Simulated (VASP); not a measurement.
Here is a VASP 6.6.1 calculation.

POSCAR

```
WSe2
1.0
    3.3179375931      0.0000000000      0.0000000000
   -1.6589687966      2.8734182438      0.0000000000
    0.0000000000      0.0000000000     16.6581424200
W Se
1 2
Direct
    0.0000000000      0.0000000000      0.0000000000
    0.3530473131      0.7060946262      0.1056880883
    0.3333333333      0.6666666667      0.9002134800
```

INCAR.step1

```
SYSTEM = WSe2
  PREC = Accurate
  ENCUT = 520
  ISMEAR = 0
  SIGMA = 0.05
  LREAL = .False.
  LASPH = .True.
  NELM = 80
  NBANDS = 20
  GGA = PE
  ALGO = Normal
  EDIFF = 1E-4
  LWAVE = .True.
  LCHARG = .False.
```

INCAR.step2

```
SYSTEM = WSe2
  PREC = Accurate
  ENCUT = 520
  EDIFF = 1E-6
  ISMEAR = 0
  SIGMA = 0.05
  LREAL = .False.
  LASPH = .True.
  NELM = 80
  ALGO = Normal
  ISIF = 2
  LWAVE = .False.
  LCHARG = .False.
  METAGGA = R2SCAN
  LMIXTAU = .True.
  NBANDS = 20
  ISTART = 1
```

Contents of KPOINTS:

```
regular mesh
0
Gamma
  12 12 2
  0 0 0
```

Potentials or basis: VASP PAW PBE potentials, release 64 (W_sv, Se).

Launch:

```bash
$ cat potpaw_PBE.64/W_sv/POTCAR potpaw_PBE.64/Se/POTCAR > POTCAR
$ cp INCAR.step1 INCAR
$ mpirun -np 1 vasp_std > vasp.out
$ cp INCAR.step2 INCAR
$ mpirun -np 1 vasp_std > vasp.out
```

Question: Predict the largest force.

Answer: 1.548 eV/Å.

Question: Predict the band gap on the k mesh.

Answer: 1.65 eV (least direct gap 1.72 eV).

Forces on the atoms (eV/Å):
```
W    0.000  0.816  1.192
Se   0.000 -0.763 -1.347
Se   0.000 -0.053  0.155
```

Caveat: the cell differs from its parent crystal (atom 2 (Se) moved -0.150 Å towards its neighbour atom 1 (W) at 2.536 Å); there is no dipole correction, which matters where the two faces differ; the PAW data sets were made with another functional, which shifts forces and pressure a little; spin-orbit coupling is left out, which moves the levels of the heavy elements.
